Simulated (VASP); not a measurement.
# BeS (F-43m) in VASP: notebook

Runs on BeS. Level: LDA. Tasks: single point.

All numbers are computed with VASP 6.6.1; they aren't measurements. Logs are shortened: lines on timing, memory, paths and dates and some standing lists are left out, and cuts for length are marked.

## Step 1: The cell of the first run

The structure is cubic, space group F-43m (No. 216). Conventional cell: a = 4.748 Å, b = 4.748 Å, c = 4.748 Å, α = 90.00°, β = 90.00°, γ = 90.00°. Within 2.7 Å of Be (site symmetry -43m) lie 4 S at 2.06 Å. S (site symmetry -43m) has 4 Be at 2.06 Å within 2.7 Å.

## Step 2: Single point, LDA (strained cell)

Input file INCAR:

```
  PREC = Accurate
  ENCUT = 600
  EDIFF = 1E-6
  ISMEAR = 0
  SIGMA = 0.02
  LREAL = False
  LASPH = True
  NELM = 120
  ALGO = Normal
  ISIF = 2
  LWAVE = False
  LCHARG = True
  GGA = CA
  LELF = True
  LVHAR = True
  NBANDS = 11
  GGA_COMPAT = False
```

Input file KPOINTS:

```
Automatic mesh
0
Gamma
  8 8 8
```

Input file POSCAR:

```
BeS
1.0
    0.0000000000      2.3740692694      2.3740692694
    2.3740692694      0.0000000000      2.3740692694
    2.3740692694      2.3740692694      0.0000000000
Be S
1 1
Direct
    0.0000000000      0.0000000000      0.0000000000
    0.2500000000      0.2500000000      0.2500000000
```

Potentials or basis: VASP PAW LDA potentials, release 64 (Be, S).

Command:

```
$ cat potpaw_LDA.64/Be/POTCAR potpaw_LDA.64/S/POTCAR > POTCAR
$ mpirun -np 1 vasp_std > vasp.out
```

OUTCAR:

```text
PREC = Accurate
   ENCUT = 600
   EDIFF = 1E-6
   ISMEAR = 0
   LREAL = False
   LASPH = True
   NELM = 120
   ISIF = 2
   GGA = CA

 ion  position               nearest neighbor table
   1  0.000  0.000  0.000-   2 2.06   2 2.06   2 2.06   2 2.06
   2  0.250  0.250  0.250-   1 2.06   1 2.06   1 2.06   1 2.06

  LATTYP: Found a face centered cubic cell.
 ALAT       =     4.7481385388

  Lattice vectors:

 A1 = (   0.0000000000,   2.3740692694,   2.3740692694)
 A2 = (   2.3740692694,   0.0000000000,   2.3740692694)
 A3 = (   2.3740692694,   2.3740692694,   0.0000000000)

Analysis of symmetry for initial positions (statically):
=====================================================================
 Subroutine PRICEL returns:
 Original cell was already a primitive cell.

 Routine SETGRP: Setting up the symmetry group for a
 face centered cubic supercell.

 Subroutine GETGRP returns: Found 24 space group operations
 (whereof 24 operations were pure point group operations)
 out of a pool of 48 trial point group operations.

The static configuration has the point symmetry T_d .

Analysis of symmetry for dynamics (positions and initial velocities):
=====================================================================
 Subroutine PRICEL returns:
 Original cell was already a primitive cell.

 Routine SETGRP: Setting up the symmetry group for a
 face centered cubic supercell.

 Subroutine GETGRP returns: Found 24 space group operations
 (whereof 24 operations were pure point group operations)
 out of a pool of 48 trial point group operations.

The dynamic configuration has the point symmetry T_d .

 Subroutine INISYM returns: Found 24 space group operations
 (whereof 24 operations are pure point group operations),
 and found     1 'primitive' translations

----------------------------------------------------------------------------------------

                                     Primitive cell

  volume of cell :      26.7615

  direct lattice vectors                    reciprocal lattice vectors
     0.000000000  2.374069269  2.374069269    -0.210608851  0.210608851  0.210608851
     2.374069269  0.000000000  2.374069269     0.210608851 -0.210608851  0.210608851
     2.374069269  2.374069269  0.000000000     0.210608851  0.210608851 -0.210608851

  length of vectors
     3.357440959  3.357440959  3.357440959     0.364785230  0.364785230  0.364785230

  position of ions in fractional coordinates (direct lattice)
     0.000000000  0.000000000  0.000000000
     0.250000000  0.250000000  0.250000000

  ion indices of the primitive-cell ions
   primitive index   ion index
                 1           1
                 2           2

----------------------------------------------------------------------------------------

 KPOINTS: Automatic mesh

Automatic generation of k-mesh.
 Grid dimensions read from file:
 generate k-points for:    8    8    8

 Generating k-lattice:

  Cartesian coordinates                     Fractional coordinates (reciprocal lattice)
    -0.026326106  0.026326106  0.026326106     0.125000000  0.000000000  0.000000000
     0.026326106 -0.026326106  0.026326106     0.000000000  0.125000000  0.000000000
     0.026326106  0.026326106 -0.026326106     0.000000000  0.000000000  0.125000000

  Length of vectors
     0.045598154  0.045598154  0.045598154

  Shift w.r.t. Gamma in fractional coordinates (k-lattice)
     0.000000000  0.000000000  0.000000000

 Subroutine IBZKPT returns following result:
 ===========================================

 Found     29 irreducible k-points:

 Following reciprocal coordinates:
            Coordinates               Weight
  0.000000  0.000000  0.000000      1.000000
  0.125000  0.000000  0.000000      8.000000
  0.250000  0.000000  0.000000      8.000000
  0.375000  0.000000  0.000000      8.000000
  0.500000  0.000000  0.000000      4.000000
  0.125000  0.125000  0.000000      6.000000
[... 16 lines left out ...]
  0.500000  0.250000  0.125000     48.000000
 -0.375000  0.250000  0.125000     24.000000
 [... further k-points ...]
   k-points           NKPTS =     29   k-points in BZ     NKDIM =     29   number of bands    NBANDS=     11
   number of dos      NEDOS =    301   number of ions     NIONS =      2
   total plane-waves  NPLWV =  21952
   dimension x,y,z NGX =    28 NGY =   28 NGZ =   28
   dimension x,y,z NGXF=    56 NGYF=   56 NGZF=   56
   ions per type =               1   1
   NGX,Y,Z   is equivalent  to a cutoff of  13.86, 13.86, 13.86 a.u.
   NGXF,Y,Z  is equivalent  to a cutoff of  27.73, 27.73, 27.73 a.u.
 SYSTEM =  unknown system
   PREC   = accura    normal or accurate (medium, high low for compatibility)
   ISTART =      0    job   : 0-new  1-cont  2-samecut
   ICHARG =      2    charge: 1-file 2-atom 10-const
   ISPIN  =      1    spin polarized calculation?
   LNONCOLLINEAR =      F non collinear calculations
   LSORBIT =      F    spin-orbit coupling
   LASPH  =      T    aspherical Exc in radial PAW
   ENCUT  =  600.0 eV  44.10 Ry    6.64 a.u.   6.71  6.71  6.71*2*pi/ulx,y,z
   NELM   =    120;   NELMIN=  2; NELMDL= -5     # of ELM steps
   EDIFF  = 0.1E-05   stopping-criterion for ELM
   LREAL  =      F    real-space projection
   EDIFFG = 0.1E-04   stopping-criterion for IOM
   NSW    =      0    number of steps for IOM
   IBRION =     -1    ionic relax: 0-MD 1-quasi-New 2-CG
   NFREE  =      0    steps in history (QN), initial steepest desc. (CG)
   ISIF   =      2    stress and relaxation
   ISYM   =      2    0-nonsym 1-usesym 2-fastsym
   POTIM  = 0.5000    time-step for ionic-motion
   TEBEG  =    0.0;   TEEND  =   0.0 temperature during run
   PSTRESS=    0.0 pullay stress
   NELECT =       8.0000    total number of electrons
   NUPDOWN=      -1.0000    fix difference up-down
   EMIN   =  10.00;   EMAX   =-10.00  energy-range for DOS
   EFERMI =   0.00;   METHOD = LEGACY
   ISMEAR =     0;   SIGMA  =   0.02  broadening in eV -4-tet -1-fermi 0-gaus
   EFERMI_NEDOS =   21; number of points for ismear=-14 and -15
   IALGO  =     38    algorithm
   IMIX   =      4    mixing-type and parameters
     AMIX     =   0.40;   BMIX     =  1.00
     AMIX_MAG =   1.60;   BMIX_MAG =  1.00
  volume/ion in A,a.u.               =      13.38        90.30
  Fermi-wavevector in a.u.,A,eV,Ry     =   1.094632  2.068554 16.302760  1.198219
  Thomas-Fermi vector in A             =   2.230940
   LORBIT       =      0    0 simple, 1 ext, 2 COOP (PROOUT), +10 PAW based schemes
   GGA     = CA    functional components
   LHFCALC =     F    Hartree Fock is set to
   AEXX    =    0.0000 exact exchange contribution
   IVDW    =     0    specifies the selected vdW correction
   LEPSILON=     F    determine dielectric tensor
   LRPA    =     F    only Hartree local field effects (RPA)
 non-spin polarized calculation
 Gauss-broadening in eV      SIGMA  =   0.02
  energy-cutoff  :      600.00
  volume of cell :       26.76
 maximum number of plane-waves:       911
   NGX = 13   NGY = 13   NGZ = 13

 number of electron       8.0000001 magnetization

 Free energy of the ion-electron system (eV)
  ---------------------------------------------------
  ext. energy  EPLUGINS =         0.00000000
  ---------------------------------------------------
  free energy    TOTEN  =       -11.13400115 eV

  energy without entropy =      -11.13400115  energy(sigma->0) =      -11.13400115

 E-fermi :   4.8270     XC(G=0): -10.2448

 val. band max:        4.7109356305   @ k =   0.0000   0.0000   0.0000
 cond. band min:       7.4711453913   @ k =   0.5000   0.5000   0.0000
 fundamental gap:      2.7602097608
 Fermi energy:         4.8270198043

 k-point     1 :       0.0000    0.0000    0.0000
  band No.  band energies     occupation
      1      -9.3881      2.00000
      2       4.7109      2.00000
      3       4.7109      2.00000
      4       4.7109      2.00000
      5      10.2206      0.00000
      6      10.2206      0.00000
      7      10.2206      0.00000
      8      10.9372      0.00000
      9      17.6509      0.00000
     10      17.6509      0.00000
     11      19.8200      0.00000

 k-point     2 :       0.1250    0.0000    0.0000
  band No.  band energies     occupation
      1      -9.1942      2.00000
      2       3.4144      2.00000
      3       4.4858      2.00000
      4       4.4858      2.00000
      5      10.2848      0.00000
      6      10.6105      0.00000
      7      10.6105      0.00000
      8      12.1893      0.00000
      9      16.8806      0.00000
     10      16.8806      0.00000
     11      19.4588      0.00000

 k-point     3 :       0.2500    0.0000    0.0000
  band No.  band energies     occupation
      1      -8.6548      2.00000
      2       1.1538      2.00000
      3       4.0463      2.00000
      4       4.0463      2.00000
      5      10.3127      0.00000
      6      11.1849      0.00000
      7      11.1849      0.00000
      8      14.2939      0.00000
      9      16.6224      0.00000
     10      16.6224      0.00000
     11      19.0123      0.00000

 k-point     4 :       0.3750    0.0000    0.0000
  band No.  band energies     occupation
      1      -7.9533      2.00000
      2      -0.7561      2.00000
      3       3.6988      2.00000
      4       3.6988      2.00000
      5      10.3126      0.00000
      6      11.2220      0.00000
      7      11.2220      0.00000
      8      15.6048      0.00000
      9      18.0829      0.00000
     10      18.0829      0.00000
     11      19.4105      0.00000

 k-point     5 :       0.5000    0.0000    0.0000
  band No.  band energies     occupation
      1      -7.5757      2.00000
      2      -1.5556      2.00000
      3       3.5731      2.00000
      4       3.5731      2.00000
      5      10.3067      0.00000
      6      11.1279      0.00000
      7      11.1279      0.00000
      8      15.9189      0.00000
      9      19.9034      0.00000
     10      19.9034      0.00000
     11      20.2037      0.00000
[... 211 lines left out ...]
 k-point    21 :       0.5000    0.5000    0.0000
  band No.  band energies     occupation
      1      -6.9662      2.00000
      2      -0.6626      2.00000
      3       1.8091      2.00000
      4       1.8091      2.00000
      5       7.4711      0.00000
      6       9.4541      0.00000
      7      17.8408      0.00000
      8      17.8408      0.00000
      9      20.8813      0.00000
     10      21.4218      0.00000
     11      21.9411      0.00000

 k-point    22 :       0.3750    0.2500    0.1250
  band No.  band energies     occupation
      1      -8.2107      2.00000
      2       0.9316      2.00000
      3       2.3444      2.00000
      4       3.4743      2.00000
      5      10.0995      0.00000
      6      11.9365      0.00000
      7      12.3202      0.00000
      8      13.3491      0.00000
      9      16.5576      0.00000
     10      19.3858      0.00000
     11      20.9254      0.00000

 k-point    23 :       0.5000    0.2500    0.1250
  band No.  band energies     occupation
      1      -7.5873      2.00000
      2      -0.3570      2.00000
      3       1.7916      2.00000
      4       2.9468      2.00000
      5      10.5715      0.00000
      6      11.4871      0.00000
      7      13.3428      0.00000
      8      14.0755      0.00000
      9      17.5698      0.00000
     10      19.3461      0.00000
     11      21.5915      0.00000

 k-point    24 :      -0.3750    0.2500    0.1250
  band No.  band energies     occupation
      1      -7.2647      2.00000
      2      -0.9841      2.00000
      3       1.7057      2.00000
      4       2.6707      2.00000
      5      10.6081      0.00000
      6      11.3357      0.00000
      7      14.0385      0.00000
      8      15.3806      0.00000
      9      16.2454      0.00000
     10      20.3267      0.00000
     11      21.0117      0.00000

 [... further k-points ...]
[... 5 lines left out ...]
  --------------------------------------------------------------------------------------
  -------------------------------------------------------------------------------------
  Total        0.5590212      0.5590212      0.5590212     -0.0000000      0.0000000      0.0000000
  in kB       33.4679208     33.4679208     33.4679208     -0.0000000      0.0000000      0.0000000
  external PRESSURE =      33.4679208 kB  Pullay stress =       0.0000000 kB

 VOLUME and BASIS-vectors are now :
 -----------------------------------------------------------------------------
  energy-cutoff  :      600.00
  volume of cell :       26.76
      direct lattice vectors                 reciprocal lattice vectors
     0.000000000  2.374069269  2.374069269    -0.210608851  0.210608851  0.210608851
     2.374069269  0.000000000  2.374069269     0.210608851 -0.210608851  0.210608851
     2.374069269  2.374069269  0.000000000     0.210608851  0.210608851 -0.210608851

 POSITION                                       TOTAL-FORCE (eV/Angst)
 -----------------------------------------------------------------------------------
      0.00000      0.00000      0.00000         0.000000     -0.000000      0.000000
      1.18703      1.18703      1.18703        -0.000000      0.000000     -0.000000
 -----------------------------------------------------------------------------------
    total drift:                               -0.000000     -0.000000     -0.000000

  FREE ENERGIE OF THE ION-ELECTRON SYSTEM (eV)
  ---------------------------------------------------
  free  energy   TOTEN  =       -11.1340011515 eV

  energy  without entropy=      -11.1340011515  energy(sigma->0) =      -11.13400115
```

Wall time 18 s (1 thread of AMD EPYC 7R43 (Zen 3), shared host); peak memory 0.1 GiB.

Results:

| Item | Value |
| --- | --- |
| Free energy | -11.1340 eV |
| Pressure | 3.3 GPa |
| Band gap on the k mesh | 2.76 eV (least direct gap 5.51 eV) |

Caveat: the cell differs from its parent crystal (strained cell); the cell stands under pressure. A k mesh can miss the band edges.

[end of part 1 of 2]
